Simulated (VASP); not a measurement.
Here is a VASP 6.6.1 calculation.

File INCAR:

```
SYSTEM = TiO2
PREC = Accurate ; ENCUT = 520
EDIFF = 1E-6 ; ISMEAR = 0
SIGMA = 0.1 ; LREAL = .False.
LASPH = .True. ; NELM = 150
ALGO = Normal ; ISIF = 2
LWAVE = .False. ; LCHARG = .False.
ISPIN = 2 ; MAGMOM = 1 1 0 0 0 0
LORBIT = 11 ; LMAXMIX = 4
GGA = PE ; NBANDS = 37
```

KPOINTS

```
regular mesh
0
Gamma
  4 4 4
  0 0 0
```

POSCAR

```
TiO2
1.0
    0.0000000000      4.7447204700      4.7447204700
    4.7447204700      0.0000000000      4.7447204700
    4.7447204700      4.7447204700      0.0000000000
Ti O
2 4
Direct
    0.2500000000      0.2500000000      0.2500000000
    0.0000000000      0.0000000000      0.0000000000
    0.1250000000      0.1250000000      0.1250000000
    0.1250000000      0.1250000000      0.6250000000
    0.1250000000      0.6250000000      0.1250000000
    0.6250000000      0.1250000000      0.1250000000
```

Potentials or basis: VASP PAW PBE potentials, release 64 (Ti_sv, O).

Run with:

```console
$ cat potpaw_PBE.64/Ti_sv/POTCAR potpaw_PBE.64/O/POTCAR > POTCAR
$ mpirun -np 1 vasp_std > vasp.out
```

Question: Estimate the pressure.

Answer: -15.3 GPa.

Question: Estimate the band gap on the k mesh.

Answer: 1.88 eV, indirect (the least direct gap lies 1.2 meV higher).

Question: Predict the net moment.

Answer: 0.00 μB per cell.

A k mesh can miss the band edges. Expect the measured gap to be larger: semilocal functionals such as PBE lack the derivative discontinuity.
